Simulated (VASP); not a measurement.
# C (P6_3/mmc) in VASP: further runs

Aim: see how the results for C move with the level of theory and the settings. Levels: LDA, PBE, TB-mBJ. Tasks: band structure.

Program: VASP 6.6.1. These are calculated values, not measurements. Logs are shortened: lines on timing, memory, paths and dates and some standing lists are left out, and cuts for length are marked.

**1. The cell of the first run**

Symmetry: P6_3/mmc, No. 194, hexagonal system. The conventional cell has a = 2.522 Å, b = 2.522 Å, c = 12.356 Å, α = 90.00°, β = 90.00°, γ = 120.00°. Within 2.1 Å of C (site symmetry 3m) lie 4 C at 1.54 Å. Within 2.1 Å of C (site symmetry 3m) lie 4 C at 1.54 Å. C (site symmetry 3m) has 4 C at 1.54 Å within 2.1 Å.

**2. Band structure, LDA**

Contents of INCAR:

```
SYSTEM = C
PREC = Accurate
ENCUT = 520
EDIFF = 1E-6
ISMEAR = 0
SIGMA = 0.02
LREAL = .FALSE.
LASPH = .TRUE.
NELM = 80
ALGO = Normal
ISIF = 2
LWAVE = .FALSE.
LCHARG = .FALSE.
KPAR = 2
```

Contents of KPOINTS:

```
regular mesh
0
G
  12 12 4
  0 0 0
```

Contents of POSCAR:

```
C
1.0
    2.5221000000      0.0000000000      0.0000000000
   -1.2610500000      2.1842026709      0.0000000000
    0.0000000000      0.0000000000     12.3557000000
C
12
Direct
    0.6666666667      0.3333333333      0.3541700000
    0.3333333333      0.6666666667      0.8541700000
    0.6666666667      0.3333333333      0.1458300000
    0.3333333333      0.6666666667      0.6458300000
    0.6666666667      0.3333333333      0.4791700000
    0.3333333333      0.6666666667      0.9791700000
    0.6666666667      0.3333333333      0.0208300000
    0.3333333333      0.6666666667      0.5208300000
    0.0000000000      0.0000000000      0.8125000000
    0.0000000000      0.0000000000      0.3125000000
    0.0000000000      0.0000000000      0.6875000000
    0.0000000000      0.0000000000      0.1875000000
```

Contents of KPOINTS_OPT:

```
path GMKGALHA,LM,KH
10
line-mode
reciprocal
 0.0000000000  0.0000000000  0.0000000000  G
 0.5000000000  0.0000000000  0.0000000000  M

 0.5000000000  0.0000000000  0.0000000000  M
 0.3333333333  0.3333333333  0.0000000000  K

 0.3333333333  0.3333333333  0.0000000000  K
 0.0000000000  0.0000000000  0.0000000000  G

 0.0000000000  0.0000000000  0.0000000000  G
 0.0000000000  0.0000000000  0.5000000000  A

 0.0000000000  0.0000000000  0.5000000000  A
 0.5000000000  0.0000000000  0.5000000000  L

 0.5000000000  0.0000000000  0.5000000000  L
 0.3333333333  0.3333333333  0.5000000000  H

 0.3333333333  0.3333333333  0.5000000000  H
 0.0000000000  0.0000000000  0.5000000000  A

 0.5000000000  0.0000000000  0.5000000000  L
 0.5000000000  0.0000000000  0.0000000000  M

 0.3333333333  0.3333333333  0.0000000000  K
 0.3333333333  0.3333333333  0.5000000000  H
```

Potentials or basis: VASP PAW LDA potentials, release 64 (C).

Command:

```console
$ cat potpaw_LDA.64/C/POTCAR > POTCAR
$ mpirun -np 2 vasp_std > vasp.out
```

OUTCAR:

```text
SYSTEM = C
   PREC = Accurate
   ENCUT = 520
   EDIFF = 1E-6
   ISMEAR = 0
   LREAL = .FALSE.
   LASPH = .TRUE.
   NELM = 80
   ISIF = 2

 ion  position               nearest neighbor table
   1  0.667  0.333  0.354-   5 1.54  10 1.54  10 1.54  10 1.54
   2  0.333  0.667  0.854-   6 1.54   9 1.54   9 1.54   9 1.54
   3  0.667  0.333  0.146-   7 1.54  12 1.54  12 1.54  12 1.54
   4  0.333  0.667  0.646-   8 1.54  11 1.54  11 1.54  11 1.54
   5  0.667  0.333  0.479-   8 1.54   8 1.54   8 1.54   1 1.54
   6  0.333  0.667  0.979-   7 1.54   7 1.54   7 1.54   2 1.54
   7  0.667  0.333  0.021-   6 1.54   6 1.54   6 1.54   3 1.54
   8  0.333  0.667  0.521-   5 1.54   5 1.54   5 1.54   4 1.54
   9  0.000  0.000  0.812-  11 1.54   2 1.54   2 1.54   2 1.54
  10  0.000  0.000  0.312-  12 1.54   1 1.54   1 1.54   1 1.54
  11  0.000  0.000  0.688-   9 1.54   4 1.54   4 1.54   4 1.54
  12  0.000  0.000  0.188-  10 1.54   3 1.54   3 1.54   3 1.54

  LATTYP: Found a hexagonal cell.
 ALAT       =     2.5221000000
 C/A-ratio  =     4.8989730780

  Lattice vectors:

 A1 = (   2.5221000000,   0.0000000000,   0.0000000000)
 A2 = (  -1.2610500000,   2.1842026709,   0.0000000000)
 A3 = (   0.0000000000,   0.0000000000,  12.3557000000)

Analysis of symmetry for initial positions (statically):
=====================================================================
 Subroutine PRICEL returns:
 Original cell was already a primitive cell.

 Routine SETGRP: Setting up the symmetry group for a
 hexagonal supercell.

 Subroutine GETGRP returns: Found 24 space group operations
 (whereof 12 operations were pure point group operations)
 out of a pool of 24 trial point group operations.

The static configuration has the point symmetry D_3d.
 The point group associated with its full space group is D_6h.

Analysis of symmetry for dynamics (positions and initial velocities):
=====================================================================
 Subroutine PRICEL returns:
 Original cell was already a primitive cell.

 Routine SETGRP: Setting up the symmetry group for a
 hexagonal supercell.

[... 117 lines left out ...]
   ISTART =      0    job   : 0-new  1-cont  2-samecut
   ICHARG =      2    charge: 1-file 2-atom 10-const
   ISPIN  =      1    spin polarized calculation?
   LNONCOLLINEAR =      F non collinear calculations
   LSORBIT =      F    spin-orbit coupling
   LASPH  =      T    aspherical Exc in radial PAW
   ENCUT  =  520.0 eV  38.22 Ry    6.18 a.u.   4.69  4.69 22.97*2*pi/ulx,y,z
   NELM   =     80;   NELMIN=  2; NELMDL= -5     # of ELM steps
   EDIFF  = 0.1E-05   stopping-criterion for ELM
   LREAL  =      F    real-space projection
[... 7 lines left out ...]
   TEBEG  =    0.0;   TEEND  =   0.0 temperature during run
   PSTRESS=    0.0 pullay stress
   NELECT =      48.0000    total number of electrons
   NUPDOWN=      -1.0000    fix difference up-down
   EMIN   =  10.00;   EMAX   =-10.00  energy-range for DOS
   EFERMI =   0.00;   METHOD = LEGACY
   ISMEAR =     0;   SIGMA  =   0.02  broadening in eV -4-tet -1-fermi 0-gaus
   EFERMI_NEDOS =   21; number of points for ismear=-14 and -15
   IALGO  =     38    algorithm
   IMIX   =      4    mixing-type and parameters
     AMIX     =   0.40;   BMIX     =  1.00
     AMIX_MAG =   1.60;   BMIX_MAG =  1.00
  volume/ion in A,a.u.               =       5.67        38.28
  Fermi-wavevector in a.u.,A,eV,Ry     =   1.457184  2.753678 28.890408  2.123385
  Thomas-Fermi vector in A             =   2.574015
   LORBIT       =      0    0 simple, 1 ext, 2 COOP (PROOUT), +10 PAW based schemes
   GGA     = CA    functional components
   LHFCALC =     F    Hartree Fock is set to
   AEXX    =    0.0000 exact exchange contribution
   IVDW    =     0    specifies the selected vdW correction
   LEPSILON=     F    determine dielectric tensor
   LRPA    =     F    only Hartree local field effects (RPA)
 non-spin polarized calculation
 Gauss-broadening in eV      SIGMA  =   0.02
  energy-cutoff  :      520.00
  volume of cell :       68.06
 maximum number of plane-waves:      1860
 NGX is ok and might be reduce to    20
   NGX =  9   NGY =  9   NGZ = 45

 number of electron      47.9999994 magnetization

 Free energy of the ion-electron system (eV)
  ---------------------------------------------------
  ext. energy  EPLUGINS =         0.00000000
  ---------------------------------------------------
  free energy    TOTEN  =      -121.32546947 eV

  energy without entropy =     -121.32546947  energy(sigma->0) =     -121.32546947

 E-fermi :   9.9657     XC(G=0): -13.4975

 val. band max:        9.8162160454   @ k =   0.0000   0.0000   0.0000
 cond. band min:      14.1674232303   @ k =   0.3333   0.0000   0.0000
 fundamental gap:      4.3512071849
 Fermi energy:         9.9657166437

 k-point     1 :       0.0000    0.0000    0.0000
  band No.  band energies     occupation
      1     -11.6037      2.00000
      2     -10.8585      2.00000
      3     -10.8138      2.00000
      4      -8.5913      2.00000
      5      -8.5686      2.00000
      6      -5.7397      2.00000
[... 805 lines left out ...]
     30      17.2906      0.00000
     31      17.6244      0.00000

 [... further k-points ...]
[... 5 lines left out ...]
  --------------------------------------------------------------------------------------
  -------------------------------------------------------------------------------------
  Total       -5.9742666     -5.9742666     -2.4483700     -0.0000000      0.0000000      0.0000000
  in kB     -140.6282556   -140.6282556    -57.6321782     -0.0000000      0.0000000      0.0000000
  external PRESSURE =    -112.9628964 kB  Pullay stress =       0.0000000 kB

 VOLUME and BASIS-vectors are now :
 -----------------------------------------------------------------------------
  energy-cutoff  :      520.00
  volume of cell :       68.06
      direct lattice vectors                 reciprocal lattice vectors
     2.522100000  0.000000000  0.000000000     0.396494984  0.228916486  0.000000000
    -1.261050000  2.184202671  0.000000000     0.000000000  0.457832972  0.000000000
     0.000000000  0.000000000 12.355700000     0.000000000  0.000000000  0.080934306

 POSITION                                       TOTAL-FORCE (eV/Angst)
 -----------------------------------------------------------------------------------
      1.26105      0.72807      4.37602        -0.000000     -0.000000      0.312708
     -0.00000      1.45614     10.55387        -0.000000      0.000000      0.312708
      1.26105      0.72807      1.80183         0.000000     -0.000000     -0.312708
     -0.00000      1.45614      7.97968         0.000000      0.000000     -0.312708
      1.26105      0.72807      5.92048        -0.000000      0.000000     -0.027184
     -0.00000      1.45614     12.09833        -0.000000      0.000000     -0.027184
      1.26105      0.72807      0.25737        -0.000000      0.000000      0.027184
     -0.00000      1.45614      6.43522         0.000000      0.000000      0.027184
      0.00000      0.00000     10.03901        -0.000000      0.000000      0.339063
      0.00000      0.00000      3.86116         0.000000     -0.000000      0.339063
      0.00000      0.00000      8.49454        -0.000000      0.000000     -0.339063
      0.00000      0.00000      2.31669         0.000000     -0.000000     -0.339063
 -----------------------------------------------------------------------------------
    total drift:                               -0.000000      0.000000      0.000000

  FREE ENERGIE OF THE ION-ELECTRON SYSTEM (eV)
  ---------------------------------------------------
  free  energy   TOTEN  =      -121.3254694705 eV

  energy  without entropy=     -121.3254694705  energy(sigma->0) =     -121.32546947
```

It took 2.2 min on 2 MPI ranks of Intel Xeon Platinum 8259CL at 2.50GHz (Skylake/Cascade Lake), shared host; peak memory 0.25 GiB.

What came out:

| Item | Value |
| --- | --- |
| Free energy | -121.3255 eV |
| Pressure | -11.3 GPa |
| Largest force | 0.339 eV/Å |
| Band gap on the k mesh | 4.35 eV (least direct gap 5.25 eV) |
| Band gap along the path | 4.33 eV (least direct gap 5.25 eV) |

Forces in eV/Å, atoms in the order of the input:
```
C    0.000  0.000  0.313
C    0.000  0.000  0.313
C    0.000  0.000 -0.313
C    0.000  0.000 -0.313
C    0.000  0.000 -0.027
C    0.000  0.000 -0.027
C    0.000  0.000  0.027
C    0.000  0.000  0.027
C    0.000  0.000  0.339
C    0.000  0.000  0.339
C    0.000  0.000 -0.339
C    0.000  0.000 -0.339
```

Stress tensor (GPa, compression positive):
```
-14.06   0.00   0.00
  0.00 -14.06   0.00
  0.00   0.00  -5.76
```

Levels at the corners of the path, in eV from the valence-band top:
```csv
point,band 21,band 22,band 23,band 24,band 25,band 26,band 27,band 28
Γ,-0.98,-0.15,0.00,0.00,5.25,5.25,5.61,6.31
M,-4.05,-4.05,-3.62,-2.88,4.48,5.05,5.20,5.56
M,-4.05,-4.05,-3.62,-2.88,4.48,5.05,5.20,5.56
K,-6.05,-4.78,-4.53,-4.53,5.47,5.47,6.20,8.57
K,-6.05,-4.78,-4.53,-4.53,5.47,5.47,6.20,8.57
Γ,-0.98,-0.15,0.00,0.00,5.25,5.25,5.61,6.31
Γ,-0.98,-0.15,0.00,0.00,5.25,5.25,5.61,6.31
A,-0.33,-0.33,-0.33,-0.33,5.64,5.64,5.64,5.64
A,-0.33,-0.33,-0.33,-0.33,5.64,5.64,5.64,5.64
L,-3.75,-3.75,-3.23,-3.23,4.65,4.65,5.85,5.85
L,-3.75,-3.75,-3.23,-3.23,4.65,4.65,5.85,5.85
H,-5.31,-5.31,-4.76,-4.76,5.68,5.68,7.04,7.04
H,-5.31,-5.31,-4.76,-4.76,5.68,5.68,7.04,7.04
A,-0.33,-0.33,-0.33,-0.33,5.64,5.64,5.64,5.64
L,-3.75,-3.75,-3.23,-3.23,4.65,4.65,5.85,5.85
M,-4.05,-4.05,-3.62,-2.88,4.48,5.05,5.20,5.56
K,-6.05,-4.78,-4.53,-4.53,5.47,5.47,6.20,8.57
H,-5.31,-5.31,-4.76,-4.76,5.68,5.68,7.04,7.04
```

Caveat: the cell stands under tension. Expect the measured gap to be larger: semilocal functionals such as LDA lack the derivative discontinuity.

(Continued in part 2 of 2.)
